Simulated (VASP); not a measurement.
Sn5GeO6, 12 atoms in the cell. Symmetry: P4mm, No. 99, tetragonal system. The conventional cell has a = 3.830 Å, b = 3.830 Å, c = 14.973 Å, α = 90.00°, β = 90.00°, γ = 90.00°. Sn (site symmetry 4mm) has 4 O at 2.25 Å within 3.0 Å. Within 3.0 Å of Sn (site symmetry 4mm) lie 4 O at 2.25 Å. Sn (site symmetry 4mm) has 4 O at 2.25 Å within 3.0 Å. Within 3.0 Å of Sn (site symmetry 4mm) lie 4 O at 2.24 Å. Within 3.0 Å of Sn (site symmetry 4mm) lie 4 O at 2.24 Å. Within 2.8 Å of Ge (site symmetry 4mm) lie 4 O at 2.14 Å. O (site symmetry 2mm) has 2 Ge at 2.14 Å and 2 Sn at 2.25 Å and 4 O at 2.71 Å within 2.8 Å. O (site symmetry 2mm) has 4 Sn at 2.24 to 2.25 Å and 4 O at 2.71 Å within 3.0 Å. 

```yaml
Program: VASP 6.6.1
Task: single point
Functional: PBE
Potentials_or_basis: VASP PAW PBE potentials, release 64 (Sn_d, Ge_d, O_h)
Cutoff: 1340 eV
k_mesh: 4 × 4 × 1
Occupations: gaussian, width 0.1 eV
Spin: no spin polarisation
Dipole_correction: no
Further_INCAR_settings: ALGO = Normal; EDIFF = 1e-06; NBANDS = 72
```

Potentials or basis: VASP PAW PBE potentials, release 64 (Sn_d, Ge_d, O_h).

Command:

```bash
$ cat potpaw_PBE.64/Sn_d/POTCAR potpaw_PBE.64/Ge_d/POTCAR potpaw_PBE.64/O_h/POTCAR > POTCAR
$ mpirun -np 1 vasp_std > vasp.out
```

Hardware: 1 thread of AMD EPYC 9R14 (Zen 4) (shared host).

**Question.** Estimate the wall time of this run.

**Answer.** It took 6.6 min on 1 thread of AMD EPYC 9R14 (Zen 4), on a shared host, peak memory 0.94 GiB. Counts: scf iterations 17, k points 6.
